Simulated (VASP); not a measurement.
## InP: single point with PBE

Crystal: InP.

```
In P
1.0
     0.00000    2.98003    2.93533
     2.98003    0.00000    2.93533
     2.98003    2.98003    0.00000
In P
1 1
Direct
  0.00000 0.00000 0.00000
  0.75000 0.75000 0.75000
```

This cell differs from its parent crystal: strain -0.0150 x Voigt [0, 0, 1, 0, 0, 0].

```
Program             : VASP 6.6.1
Task                : single point
Functional          : PBE
Potentials or basis : VASP PAW PBE potentials, release 64 (In_d, P)
Cutoff              : 520 eV
k mesh              : 10 × 10 × 10
Occupations         : gaussian, width 0.05 eV
Spin                : no spin polarisation
```

- Pressure: 0.9 GPa
- Band gap on the k mesh: 0.47 eV, direct

Stress tensor (GPa, compression positive):
```
0.66 0.00 0.00
0.00 0.66 0.00
0.00 0.00 1.26
```

Levels at points of the mesh, in eV from the valence-band top:
```tsv
k point	band 5	band 6	band 7	band 8	band 9	band 10	band 11	band 12	band 13	band 14
(0.00, 0.00, 0.00)	-14.03	-11.33	-0.07	-0.07	0.00	0.47	4.03	4.06	4.06	8.37
(0.50, 0.00, 0.00)	-14.01	-9.72	-5.59	-1.01	-0.92	1.37	4.71	4.82	6.98	9.27
(0.50, 0.50, 0.00)	-14.00	-9.07	-5.58	-2.30	-2.30	1.73	2.13	9.04	9.31	9.31
(0.50, 0.00, 0.50)	-14.00	-9.12	-5.67	-2.22	-2.22	1.80	2.27	8.90	9.27	9.35
```

It took 2.9 min on 1 thread of AMD EPYC 7R13, on a shared host, peak memory 0.2 GiB.

Caveat: the cell differs from its parent crystal (strain -0.0150 x Voigt [0, 0, 1, 0, 0, 0]); spin-orbit coupling is left out, which moves the levels of the heavy elements.
